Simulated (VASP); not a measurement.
NbTe: single point with PBEsol

NbTe:

```xyz
2
Lattice="3.7400 0.0000 0.0000 -1.8700 3.2389 0.0000 0.0000 0.0000 3.6942" Properties=species:S:1:pos:R:3 pbc="T T T"
Te    1.8700    1.0796    0.0000
Nb    0.0000    0.0000    1.8471
```

| Property | Result |
| --- | --- |
| Program | VASP 6.6.1 |
| Task | single point |
| Functional | PBEsol |
| Potentials or basis | VASP PAW PBE potentials, release 64 (Te, Nb_sv) |
| Cutoff | 520 eV |
| k mesh | 7 × 7 × 6 |
| Occupations | fermi-dirac, width 0.05 eV |
| Spin | no spin polarisation |

```json
{
 "Pressure": "-7.2 GPa"
}
```

Levels at points of the mesh, in eV from the Fermi level:
```csv
k point,band 6,band 7,band 8,band 9,band 10,band 11,band 12,band 13,band 14,band 15
"(0.00, 0.00, 0.00)",-3.12,-3.12,-2.88,-2.21,0.18,0.18,2.41,2.41,2.67,5.91
"(0.00, 0.00, 0.50)",-7.41,-2.59,-2.59,-0.91,-0.91,0.77,1.62,1.62,5.13,6.00
```

Wall time 8.8 s on 1 thread of Intel(R) Xeon(R) 6975P-C (Granite Rapids), on a shared host, peak memory 0.17 GiB.

Caveat: the PAW data sets were made with another functional, which shifts forces and pressure a little; spin-orbit coupling is left out, which moves the levels of the heavy elements.
